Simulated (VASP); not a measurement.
# Mg8HO8 (a cell with a defect) in VASP: further runs, part 2 of 2

VASP 6.6.1. The steps go on from the part before.

**3. Relaxation of the atoms, LDA**

INCAR

```
PREC = Accurate
ENCUT = 520
EDIFF = 1E-6
ISMEAR = -1
SIGMA = 0.02
LREAL = Auto
LASPH = True
NELM = 100
ALGO = Normal
ISIF = 2
LWAVE = False
LCHARG = False
IBRION = 2
NSW = 80
EDIFFG = -0.03
NELECT = 64.0
```

KPOINTS

```
Automatic mesh
0
Gamma
  2 2 2
```

POSCAR

```
Mg8HO8
1.0
    0.0000000000      4.2993000000      4.2993000000
    4.2993000000      0.0000000000      4.2993000000
    4.2993000000      4.2993000000      0.0000000000
Mg O H
8 8 1
Direct
    0.0000000000      0.0000000000      0.0000000000
    0.0000000000      0.0000000000      0.5000000000
    0.0000000000      0.5000000000      0.0000000000
    0.0000000000      0.5000000000      0.5000000000
    0.5000000000      0.0000000000      0.0000000000
    0.5000000000      0.0000000000      0.5000000000
    0.5000000000      0.5000000000      0.0000000000
    0.5000000000      0.5000000000      0.5000000000
    0.2500000000      0.2500000000      0.2500000000
    0.2500000000      0.2500000000      0.7500000000
    0.2500000000      0.7500000000      0.2500000000
    0.2500000000      0.7500000000      0.7500000000
    0.7500000000      0.2500000000      0.2500000000
    0.7500000000      0.2500000000      0.7500000000
    0.7500000000      0.7500000000      0.2500000000
    0.7500000000      0.7500000000      0.7500000000
    0.3755613200      0.8760841700     -0.1373336400
```

Potentials or basis: VASP PAW LDA potentials, release 64 (Mg, O, H).

The run is started by

```bash
$ cat potpaw_LDA.64/Mg/POTCAR potpaw_LDA.64/O/POTCAR potpaw_LDA.64/H/POTCAR > POTCAR
$ mpirun -np 1 vasp_std > vasp.out
```

OUTCAR:

```text
PREC = Accurate
   ENCUT = 520
   EDIFF = 1E-6
   ISMEAR = -1
   LREAL = Auto
   LASPH = True
   NELM = 100
   ISIF = 2
   IBRION = 2
   NSW = 80
   EDIFFG = -0.03
   NELECT = 64.0

 ion  position               nearest neighbor table
   1  0.000  0.000  0.000-  17 1.87  11 2.15  12 2.15  13 2.15  14 2.15  15 2.15  10 2.15   3 3.04
                             5 3.04   2 3.04   2 3.04   4 3.04   6 3.04   3 3.04   4 3.04   7 3.04
   2  0.000  0.000  0.500-   9 2.15  11 2.15  12 2.15  13 2.15  14 2.15  16 2.15   1 3.04   4 3.04
                             6 3.04   1 3.04   3 3.04   5 3.04   3 3.04   4 3.04   8 3.04   5 3.04
   3  0.000  0.500  0.000-   9 2.15  10 2.15  12 2.15  13 2.15  15 2.15  16 2.15   1 3.04   4 3.04
                             7 3.04   2 3.04   4 3.04   8 3.04   1 3.04   2 3.04   5 3.04   5 3.04
   4  0.000  0.500  0.500-   9 2.15  10 2.15  11 2.15  14 2.15  15 2.15  16 2.15   2 3.04   3 3.04
                             8 3.04   1 3.04   3 3.04   7 3.04   1 3.04   2 3.04   6 3.04   6 3.04
   5  0.500  0.000  0.000-  17 1.92  10 2.15  11 2.15  14 2.15  15 2.15  16 2.15   9 2.15   6 3.04
                             7 3.04   1 3.04   2 3.04   6 3.04   8 3.04   3 3.04   7 3.04   8 3.04
   6  0.500  0.000  0.500-  17 1.80  10 2.15  12 2.15  13 2.15  15 2.15  16 2.15   9 2.15   5 3.04
                             8 3.04   2 3.04   1 3.04   5 3.04   7 3.04   4 3.04   7 3.04   8 3.04
   7  0.500  0.500  0.000-  17 1.87  11 2.15  12 2.15  13 2.15  14 2.15  16 2.15   9 2.15   5 3.04
                             8 3.04   3 3.04   4 3.04   6 3.04   8 3.04   1 3.04   5 3.04   6 3.04
   8  0.500  0.500  0.500-  10 2.15  11 2.15  12 2.15  13 2.15  14 2.15  15 2.15   4 3.04   6 3.04
                             7 3.04   3 3.04   5 3.04   7 3.04   2 3.04   5 3.04   6 3.04   2 3.04
   9  0.250  0.250  0.250-   2 2.15   3 2.15   4 2.15   5 2.15   6 2.15   7 2.15
  10  0.250  0.250  0.750-   1 2.15   3 2.15   4 2.15   5 2.15   6 2.15   8 2.15
  11  0.250  0.750  0.250-   1 2.15   2 2.15   4 2.15   5 2.15   7 2.15   8 2.15
  12  0.250  0.750  0.750-   1 2.15   2 2.15   3 2.15   6 2.15   7 2.15   8 2.15
  13  0.750  0.250  0.250-   1 2.15   2 2.15   3 2.15   6 2.15   7 2.15   8 2.15
  14  0.750  0.250  0.750-   1 2.15   2 2.15   4 2.15   5 2.15   7 2.15   8 2.15
  15  0.750  0.750  0.250-   1 2.15   3 2.15   4 2.15   5 2.15   6 2.15   8 2.15
  16  0.750  0.750  0.750-   2 2.15   3 2.15   4 2.15   5 2.15   6 2.15   7 2.15
  17  0.376  0.876  0.863-   6 1.80   1 1.87   7 1.87   5 1.92

  LATTYP: Found a face centered cubic cell.
 ALAT       =     8.5986000000

  Lattice vectors:

 A1 = (   0.0000000000,   4.2993000000,   4.2993000000)
 A2 = (   4.2993000000,   0.0000000000,   4.2993000000)
 A3 = (   4.2993000000,   4.2993000000,   0.0000000000)

Analysis of symmetry for initial positions (statically):
=====================================================================
 Subroutine PRICEL returns:
 Original cell was already a primitive cell.

 Routine SETGRP: Setting up the symmetry group for a
 face centered cubic supercell.

 Subroutine GETGRP returns: Found  1 space group operations
 (whereof  1 operations were pure point group operations)
 out of a pool of 48 trial point group operations.

The static configuration has the point symmetry C_1 .

Analysis of symmetry for dynamics (positions and initial velocities):
=====================================================================
 Subroutine PRICEL returns:
 Original cell was already a primitive cell.

 Routine SETGRP: Setting up the symmetry group for a
 face centered cubic supercell.

 Subroutine GETGRP returns: Found  1 space group operations
 (whereof  1 operations were pure point group operations)
[... 98 lines left out ...]
   number of dos      NEDOS =    301   number of ions     NIONS =     17
   total plane-waves  NPLWV = 110592
   dimension x,y,z NGX =    48 NGY =   48 NGZ =   48
   dimension x,y,z NGXF=    96 NGYF=   96 NGZF=   96
   ions per type =               8   8   1
   NGX,Y,Z   is equivalent  to a cutoff of  13.12, 13.12, 13.12 a.u.
   NGXF,Y,Z  is equivalent  to a cutoff of  26.25, 26.25, 26.25 a.u.
 SYSTEM =  unknown system
   PREC   = accura    normal or accurate (medium, high low for compatibility)
   ISTART =      0    job   : 0-new  1-cont  2-samecut
   ICHARG =      2    charge: 1-file 2-atom 10-const
   ISPIN  =      1    spin polarized calculation?
   LNONCOLLINEAR =      F non collinear calculations
   LSORBIT =      F    spin-orbit coupling
   LASPH  =      T    aspherical Exc in radial PAW
   ENCUT  =  520.0 eV  38.22 Ry    6.18 a.u.  11.31 11.31 11.31*2*pi/ulx,y,z
   NELM   =    100;   NELMIN=  2; NELMDL= -5     # of ELM steps
   EDIFF  = 0.1E-05   stopping-criterion for ELM
   LREAL  =      T    real-space projection
   EDIFFG = -.3E-01   stopping-criterion for IOM
   NSW    =     80    number of steps for IOM
   IBRION =      2    ionic relax: 0-MD 1-quasi-New 2-CG
   NFREE  =      1    steps in history (QN), initial steepest desc. (CG)
   ISIF   =      2    stress and relaxation
   ISYM   =      2    0-nonsym 1-usesym 2-fastsym
   POTIM  = 0.5000    time-step for ionic-motion
   TEBEG  =    0.0;   TEEND  =   0.0 temperature during run
   PSTRESS=    0.0 pullay stress
   NELECT =      64.0000    total number of electrons
   NUPDOWN=      -1.0000    fix difference up-down
   EMIN   =  10.00;   EMAX   =-10.00  energy-range for DOS
   EFERMI =   0.00;   METHOD = LEGACY
   ISMEAR =    -1;   SIGMA  =   0.02  broadening in eV -4-tet -1-fermi 0-gaus
   EFERMI_NEDOS =   21; number of points for ismear=-14 and -15
   IALGO  =     38    algorithm
   IMIX   =      4    mixing-type and parameters
     AMIX     =   0.40;   BMIX     =  1.00
     AMIX_MAG =   1.60;   BMIX_MAG =  1.00
  volume/ion in A,a.u.               =       9.35        63.09
  Fermi-wavevector in a.u.,A,eV,Ry     =   1.208909  2.284507 19.884395  1.461462
  Thomas-Fermi vector in A             =   2.344503
   LORBIT       =      0    0 simple, 1 ext, 2 COOP (PROOUT), +10 PAW based schemes
   GGA     = CA    functional components
   LHFCALC =     F    Hartree Fock is set to
   AEXX    =    0.0000 exact exchange contribution
   IVDW    =     0    specifies the selected vdW correction
   LEPSILON=     F    determine dielectric tensor
   LRPA    =     F    only Hartree local field effects (RPA)
 conjugate gradient relaxation of ions
 non-spin polarized calculation
  energy-cutoff  :      520.00
  volume of cell :      158.94
 maximum number of plane-waves:      4314
 NGX is ok and might be reduce to    48
   NGX = 23   NGY = 23   NGZ = 23

--------------------------------------- Ionic step        1  -------------------------------------------

 number of electron      63.9999991 magnetization

 Free energy of the ion-electron system (eV)
  ---------------------------------------------------
  ext. energy  EPLUGINS =         0.00000000
  ---------------------------------------------------
  free energy    TOTEN  =      -111.46945666 eV

  energy without entropy =     -111.46945655  energy(sigma->0) =     -111.46945661

------------------------ aborting loop because EDIFF is reached ----------------------------------------

  FORCE on cell =-STRESS in cart. coord.  units (eV):
  Direction    XX          YY          ZZ          XY          YZ          ZX
  --------------------------------------------------------------------------------------
  -------------------------------------------------------------------------------------
  Total      -20.9984781    -20.9995351    -20.9874940      0.1167069     -0.6814690     -0.7129432
  in kB     -211.6777224   -211.6883775   -211.5669962      1.1764782     -6.8696314     -7.1869114
  external PRESSURE =    -211.6443654 kB  Pullay stress =       0.0000000 kB
[... 134 lines left out ...]
  FREE ENERGIE OF THE ION-ELECTRON SYSTEM (eV)
  ---------------------------------------------------
  free  energy   TOTEN  =      -112.1800489280 eV

  energy  without entropy=     -112.1800489280  energy(sigma->0) =     -112.18004893

[... ionic steps 4 to 53 ...]

--------------------------------------- Ionic step       54  -------------------------------------------

 number of electron      64.0000003 magnetization

------------------------ aborting loop because EDIFF is reached ----------------------------------------
[... 97 lines left out ...]
--------------------------------------- Ionic step       56  -------------------------------------------

 number of electron      64.0000003 magnetization

 Free energy of the ion-electron system (eV)
  ---------------------------------------------------
  ext. energy  EPLUGINS =         0.00000000
  ---------------------------------------------------
  free energy    TOTEN  =      -113.56819023 eV

  energy without entropy =     -113.56819023  energy(sigma->0) =     -113.56819023

 E-fermi :   3.0646     XC(G=0): -11.2806

 val. band max:        2.5591283966   @ k =   0.0000   0.0000   0.0000
 cond. band min:       6.2109936251   @ k =   0.0000   0.0000   0.0000
 fundamental gap:      3.6518652284
 Fermi energy:         3.0645518514

 k-point     1 :       0.0000    0.0000    0.0000
  band No.  band energies     occupation
      1     -16.6804      2.00000
      2     -14.0074      2.00000
      3     -13.1486      2.00000
      4     -12.7456      2.00000
      5     -12.7422      2.00000
      6     -12.7407      2.00000
[... 385 lines left out ...]
  FREE ENERGIE OF THE ION-ELECTRON SYSTEM (eV)
  ---------------------------------------------------
  free  energy   TOTEN  =      -113.5681902330 eV

  energy  without entropy=     -113.5681902330  energy(sigma->0) =     -113.56819023

 reached required accuracy - stopping structural energy minimisation
```

It took 29 min on 1 thread of Intel Xeon 6975P-C (Granite Rapids), shared host; peak memory 0.28 GiB.

Results:

| Item | Value |
| --- | --- |
| Free energy | -113.5682 eV |
| Energy gained by relaxing | 123.5 meV/atom |
| Ionic steps | 56 |
| Largest force after relaxing | 0.021 eV/Å |

Forces in eV/Å, atoms in the order of the input:
```
Mg   0.003  0.002 -0.006
Mg   0.004 -0.006  0.000
Mg   0.008  0.009 -0.001
Mg   0.005  0.005 -0.004
Mg   0.000  0.001  0.001
Mg  -0.010 -0.010  0.015
Mg   0.003  0.006 -0.003
Mg  -0.006  0.004 -0.001
O    0.004  0.003 -0.008
O   -0.008 -0.003  0.001
O   -0.013 -0.013  0.005
O   -0.013 -0.015 -0.004
O    0.015  0.014 -0.002
O    0.005  0.005 -0.001
O    0.003  0.004 -0.009
O   -0.002 -0.009 -0.001
H    0.003  0.003  0.017
```

Step by step:
| step | energy change (eV) | largest force (eV/Å) | pressure (GPa) |
| --- | --- | --- | --- |
| 1 | 0.0000 | 2.7287 | -21.16 |
| 3 | -0.7106 | 0.7680 | -21.39 |
| 5 | -0.7848 | 0.3417 | -21.31 |
| 7 | -0.8881 | 1.0903 | -20.84 |
| 9 | 0.6272 | 17.9271 | -9.54 |
| 11 | -1.1244 | 2.2013 | -16.01 |
| 13 | -1.2156 | 1.6570 | -17.39 |
| 15 | -1.2207 | 1.8511 | -17.73 |
| 17 | -1.2297 | 1.5516 | -17.29 |
| 19 | -1.2497 | 1.5311 | -17.32 |
| 21 | -1.3351 | 1.4208 | -17.45 |
| 23 | -1.5959 | 1.1441 | -17.72 |
| 25 | -1.7820 | 1.6077 | -17.83 |
| 27 | -1.8617 | 0.7188 | -18.54 |
| 29 | -1.9219 | 0.3985 | -18.79 |
| 31 | -1.9911 | 0.4089 | -19.06 |
| 33 | -2.0427 | 0.6947 | -18.96 |
| 35 | -2.0584 | 0.5487 | -19.35 |
| 37 | -2.0793 | 0.2525 | -19.38 |
| 39 | -2.0867 | 0.4804 | -19.15 |
| 41 | -2.0924 | 0.1042 | -19.23 |
| 43 | -2.0952 | 0.1175 | -19.28 |
| 45 | -2.0961 | 0.2012 | -19.21 |
| 47 | -2.0975 | 0.0738 | -19.23 |
| 49 | -2.0977 | 0.0515 | -19.23 |
| 51 | -2.0980 | 0.1106 | -19.15 |
| 53 | -2.0984 | 0.0368 | -19.19 |
| 55 | -2.0987 | 0.0332 | -19.19 |
| 56 | -2.0987 | 0.0205 | -19.17 |

Final structure:
```cif
data_structure
_symmetry_space_group_name_H-M 'P 1'
_symmetry_Int_Tables_number 1
_cell_length_a 6.0801
_cell_length_b 6.0801
_cell_length_c 6.0801
_cell_angle_alpha 60.000
_cell_angle_beta 60.000
_cell_angle_gamma 60.000
_cell_volume 158.94
loop_
_atom_site_label
_atom_site_type_symbol
_atom_site_fract_x
_atom_site_fract_y
_atom_site_fract_z
_atom_site_occupancy
Mg1 Mg 0.97663 0.02148 0.02020 1
Mg2 Mg 0.99971 0.01221 0.49858 1
Mg3 Mg 0.99955 0.49965 0.01084 1
Mg4 Mg 0.00397 0.50402 0.50252 1
Mg5 Mg 0.50105 0.00109 0.00027 1
Mg6 Mg 0.52083 0.02084 0.47685 1
Mg7 Mg 0.52137 0.47663 0.02017 1
Mg8 Mg 0.51218 0.49977 0.49854 1
O1 O 0.25694 0.25262 0.25145 1
O2 O 0.25293 0.24741 0.75248 1
O3 O 0.25303 0.75306 0.24699 1
O4 O 0.25125 0.75112 0.75055 1
O5 O 0.75619 0.25627 0.25527 1
O6 O 0.75264 0.25266 0.75550 1
O7 O 0.75262 0.75701 0.25143 1
O8 O 0.74745 0.75297 0.75245 1
H1 H 0.31722 0.81727 0.81858 1
```

Levels at points of the mesh, in eV from the Fermi level:
```
           k point  band 29  band 30  band 31  band 32  band 33  band 34  band 35  band 36
(0.00, 0.00, 0.00)    -0.85    -0.56    -0.51    -0.51     3.15     5.52     6.77     6.93
(0.50, 0.00, 0.00)    -0.82    -0.78    -0.76    -0.75     4.92     5.93     7.38     8.30
(0.00, 0.50, 0.00)    -0.82    -0.78    -0.76    -0.75     4.92     5.93     7.38     8.30
(0.00, 0.00, 0.50)    -0.82    -0.78    -0.76    -0.74     4.93     5.93     7.38     8.30
(0.50, 0.50, 0.50)    -0.84    -0.84    -0.72    -0.72     5.41     5.93     7.21     8.43
(0.50, 0.50, 0.00)    -1.03    -0.99    -0.93    -0.85     5.77     6.74     7.51     8.10
(0.00, 0.50, 0.50)    -1.03    -0.99    -0.93    -0.85     5.78     6.74     7.51     8.10
(0.50, 0.00, 0.50)    -1.03    -0.99    -0.93    -0.85     5.78     6.74     7.51     8.10
```

Caveat: the k points lie up to 0.63 Å⁻¹ apart; the cell carries a net charge on a neutralising background, which shifts energy and pressure; the cell is charged against a uniform background, so pressure and absolute levels hang on convention.
